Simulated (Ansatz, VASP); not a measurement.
# Two plane-wave programs on TiCo

File INCAR:

```
PREC = Accurate
ENCUT = 520
EDIFF = 1E-7
ISMEAR = -1
SIGMA = 0.05
LREAL = F
LASPH = T
NELM = 150
ALGO = Fast
ISIF = 2
LWAVE = F
LCHARG = F
ISPIN = 2
MAGMOM = 2 1
LORBIT = 11
LMAXMIX = 4
GGA = RP
NBANDS = 22
```

Contents of KPOINTS:

```
regular mesh
0
Gamma
  9 9 9
```

File POSCAR:

```
TiCo
1.0
    2.9861109900      0.0000000000      0.0000000000
    0.0000000000      2.9861109900      0.0000000000
    0.0000000000      0.0000000000      2.9861109900
Co Ti
1 1
Direct
    0.5000000000      0.5000000000      0.5000000000
    0.0000000000      0.0000000000      0.0000000000
```

File input.yaml:

```yaml
crystal:
  lattice:
    - [2.98611099, 0.0, 0.0]
    - [0.0, 2.98611099, 0.0]
    - [0.0, 0.0, 2.98611099]
  atoms:
    - { symbol: Co, position: [0.5, 0.5, 0.5], spin: 2.0 }
    - { symbol: Ti, position: [0.0, 0.0, 0.0], spin: 1.0 }
hamiltonian:
  xc: rpbe
  pseudopotentials: { kind: paw }
magnetization:
  spin_polarized: true
kpoints:
  mp_grid: { grid: [9, 9, 9] }
  band_path:
    path:
      - [[0.0, 0.0, 0.0], [0.0, 0.5, 0.0], [0.5, 0.5, 0.0], [0.0, 0.0, 0.0], [0.5, 0.5, 0.5], [0.0, 0.5, 0.0]]
      - [[0.5, 0.5, 0.0], [0.5, 0.5, 0.5]]
    npoints: 14
scf:
  occupations: { method: fermi_dirac, width: 0.05 }
  n_extra_bands: 6
output:
  forces: true
  stress: true
  eigenvalues: true
  fatbands: false
  write_density: true
  write_potential: true
  elf: true
  volumetric_format: npy
```

Alike in both runs: functional RPBE; k mesh 9 × 9 × 9; occupations fermi-dirac, width 0.05 eV; collinear spin.

|  | VASP | Ansatz |
| --- | --- | --- |
| version | VASP 6.6.1 | Ansatz 0.2.0 |
| potentials or method | VASP PAW PBE potentials, release 64 (Co, Ti_sv) | Ansatz PAW |
| plane-wave cutoff (eV) | 520 | 420 |
| valence electrons in the cell | 21 | 29 |
| task | single point | band structure |

Ansatz gave:

- gap on the k mesh at the Fermi level (eV): none
- pressure (GPa): 4.1
- net moment per atom (μB): 0.42
- size of the moment on the site where the two differ most (μB): 0.97

Q: Estimate VASP's values.

A: gap on the k mesh at the Fermi level (eV): none; pressure (GPa): 3.6; net moment per atom (μB): 0.41; size of the moment on the site where the two differ most (μB): 0.94.

VASP's potentials were made for PBE, not for RPBE. Site moments also hang on the region over which each program counts them. A gap of «none» marks a metal or a gap that the smearing closes. VASP's potentials hold 21 valence electrons a cell and Ansatz's 29, so a difference there can come from the potentials and not from the codes.
